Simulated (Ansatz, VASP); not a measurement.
# One calculation of Be, two programs

```xyz
2
Lattice="2.2700 0.0000 0.0000 -1.1350 1.9658 0.0000 0.0000 0.0000 3.5601" Properties=species:S:1:pos:R:3 pbc="T T T"
Be    1.1350    0.6553    2.6701
Be    0.0000    1.3106    0.8900
```

Alike in both runs: task single point; functional LDA; k mesh 13 × 13 × 8; occupations fermi-dirac, width 0.05 eV; no spin polarisation.

```csv
,VASP,Ansatz
version,VASP 6.6.1,Ansatz 0.2.0
potentials or method,"VASP PAW LDA potentials, release 64 (Be)",Ansatz PAW
plane-wave cutoff (eV),520,420
valence electrons in the cell,4,4
```

Ansatz gave:

| Quantity | Value |
| --- | --- |
| gap on the k mesh at the Fermi level (eV) | none |
| pressure (GPa) | -6.0 |
| traceless stress, the component that is largest in VASP (GPa) | -0.56 |

Task: Which values does VASP return?

Result: gap on the k mesh at the Fermi level (eV): none; pressure (GPa): -5.6; traceless stress, the component that is largest in VASP (GPa): -0.55.

LDA's correlation is that of Perdew and Zunger in VASP and of Perdew and Wang (1992) in Ansatz. A gap of «none» marks a metal or a gap that the smearing closes.
